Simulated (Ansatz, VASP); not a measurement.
**Two plane-wave programs on Ru**

```
Ru
1.0
     2.68948    0.00000    0.00000
    -1.34474    2.32916    0.00000
     0.00000    0.00000    4.25194
Ru
2
Direct
  0.33333 0.66667 0.25000
  0.66667 0.33333 0.75000
```

Alike in both runs: task single point; functional PBEsol; k mesh 24 × 24 × 12; occupations gaussian, width 0.1 eV; no spin polarisation.

|  | VASP | Ansatz |
| --- | --- | --- |
| version | VASP 6.6.1 | Ansatz 0.2.0 |
| potentials or method | VASP PAW PBE potentials, release 64 (Ru_pv), cutoff 520 eV | scalar-relativistic, plane waves, PAW |
| valence electrons in the cell | 28 | 32 |

|  | VASP | Ansatz | Ansatz less VASP |
| --- | --- | --- | --- |
| gap on the k mesh at the Fermi level (eV) | none | none | - |
| pressure (GPa) | 0.0 | 0.1 | +0.04 |
| traceless stress, the component that is largest in VASP (GPa) | -0.68 | -0.70 | -0.020 |

VASP's potentials were made for PBE, not for PBEsol. A gap of «none» marks a metal or a gap that the smearing closes. VASP's potentials hold 28 valence electrons a cell and Ansatz's 32, so a difference there can come from the potentials and not from the codes.
